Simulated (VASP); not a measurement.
A run of VASP 6.6.1:

Contents of INCAR:

```
  ALGO = Normal
  EDIFF = 1E-6
  ENCUT = 520
  GGA = PS
  ISIF = 2
  ISMEAR = 0
  LASPH = True
  LCHARG = False
  LREAL = False
  LWAVE = False
  NBANDS = 52
  NELM = 80
  PREC = Accurate
  SIGMA = 0.1
```

Contents of KPOINTS:

```
k-points
0
Gamma
  10 4 10
```

POSCAR

```
TiSi2
1.0
    3.4467085895      0.0000000000      0.0000000000
    0.0000000000     13.0812830392      0.0000000000
    0.0000000000      0.0000000000      3.5940185776
Ti Si
4 8
Direct
    0.5000000000      0.6017677316      0.7500000000
    0.0000000000      0.8982322684      0.2500000000
    0.0000000000      0.1017677316      0.7500000000
    0.5000000000      0.3982322684      0.2500000000
    0.5000000000      0.9395937476      0.7500000000
    0.0000000000      0.5604062524      0.2500000000
    0.0000000000      0.7512419492      0.7500000000
    0.5000000000      0.7487580508      0.2500000000
    0.0000000000      0.4395937476      0.7500000000
    0.5000000000      0.0604062524      0.2500000000
    0.5000000000      0.2512419492      0.7500000000
    0.0000000000      0.2487580508      0.2500000000
```

Potentials or basis: VASP PAW PBE potentials, release 64 (Ti_sv, Si).

The run is started by

```console
$ cat potpaw_PBE.64/Ti_sv/POTCAR potpaw_PBE.64/Si/POTCAR > POTCAR
$ mpirun -np 1 vasp_std > vasp.out
```

Hardware: 1 thread of AMD EPYC 9R45 96-Core Processor (Zen 5) (shared host).

Q: How long does it take, and how much memory?

A: Wall time 8.8 min on 1 thread of AMD EPYC 9R45 96-Core Processor (Zen 5), with other jobs on the host, peak memory 0.67 GiB. Counts: scf iterations 14, k points 108.
